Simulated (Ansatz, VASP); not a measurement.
Ga3SbN2: VASP beside Ansatz

```
CELL_PARAMETERS angstrom
3.16035 0.00000 0.00000
-1.58018 2.73695 0.00000
0.00000 0.00000 11.79404
ATOMIC_POSITIONS crystal
N 0.00000 0.00000 0.06007
N 0.33333 0.66667 0.27997
Sb 0.66667 0.33333 0.56680
Ga 0.33333 0.66667 0.11446
Ga 0.66667 0.33333 0.33730
Ga 0.00000 0.00000 0.89140
```

Alike in both runs: task single point; functional PBE; k mesh 12 × 12 × 2; occupations fermi-dirac, width 0.02 eV; no spin polarisation.

|  | VASP | Ansatz |
| --- | --- | --- |
| version | VASP 6.6.1 | Ansatz 0.2.0 |
| potentials or method | VASP PAW PBE potentials, release 64 (N, Sb, Ga_d) | plane waves, PAW |
| plane-wave cutoff (eV) | 520 | 420 |
| valence electrons in the cell | 54 | 64 |

Ansatz gave:

| Item | Value |
| --- | --- |
| pressure (GPa) | 3.5 |
| traceless stress, the component that is largest in VASP (GPa) | -0.14 |
| rms of the force components (eV/Å) | 0.099 |

Which values does VASP return?

Pressure (GPa): 3.6; traceless stress, the component that is largest in VASP (GPa): -0.06; rms of the force components (eV/Å): 0.104.

Atom by atom the forces differ by 0.008 eV/Å (rms over components). VASP's potentials hold 54 valence electrons a cell and Ansatz's 64, so a difference there can come from the potentials and not from the codes.

Spin-orbit coupling is off throughout.
